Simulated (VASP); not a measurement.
# Ba: single point with LDA

The system is Ba.

```
Ba
1.0
     0.00000    2.48580    2.48580
     2.48580    0.00000    2.48580
     2.48580    2.48580    0.00000
Ba
1
Direct
  0.00000 0.00000 0.00000
```

This isn't the form of Ba at room conditions, which is bcc.

```
Program                : VASP 6.6.1
Task                   : single point
Functional             : LDA
Potentials or basis    : VASP PAW LDA potentials, release 64 (Ba_sv)
Cutoff                 : 520 eV
k mesh                 : 16 × 16 × 16
Occupations            : fermi-dirac, width 0.1 eV
Spin                   : no spin polarisation
Dipole correction      : no
Further INCAR settings : ALGO = Normal; EDIFF = 1e-06; NBANDS = 11
```

The pressure is 12.2 GPa. The band gap on the k mesh is zero (bands 5 and 6 overlap by 2.45 eV).

Levels at points of the mesh, in eV from the Fermi level:
| k point | band 1 | band 2 | band 3 | band 4 | band 5 | band 6 | band 7 | band 8 | band 9 | band 10 |
| --- | --- | --- | --- | --- | --- | --- | --- | --- | --- | --- |
| (0.00, 0.00, 0.00) | -28.58 | -11.95 | -11.95 | -11.95 | -2.00 | 2.35 | 2.35 | 2.35 | 5.83 | 5.83 |
| (0.50, 0.00, 0.00) | -27.93 | -15.26 | -12.36 | -12.36 | -1.33 | 1.98 | 1.98 | 4.90 | 8.16 | 8.72 |
| (0.50, 0.50, 0.00) | -27.71 | -15.00 | -13.14 | -13.14 | -2.23 | -1.52 | 7.43 | 8.85 | 9.72 | 9.72 |

It took 42 s on 1 thread of Intel(R) Xeon(R) Platinum 8259CL CPU @ 2.50GHz (Skylake/Cascade Lake) (shared host), peak memory 0.17 GiB.

Caveat: the cell stands under pressure; spin-orbit coupling is left out, which moves the levels of the heavy elements.
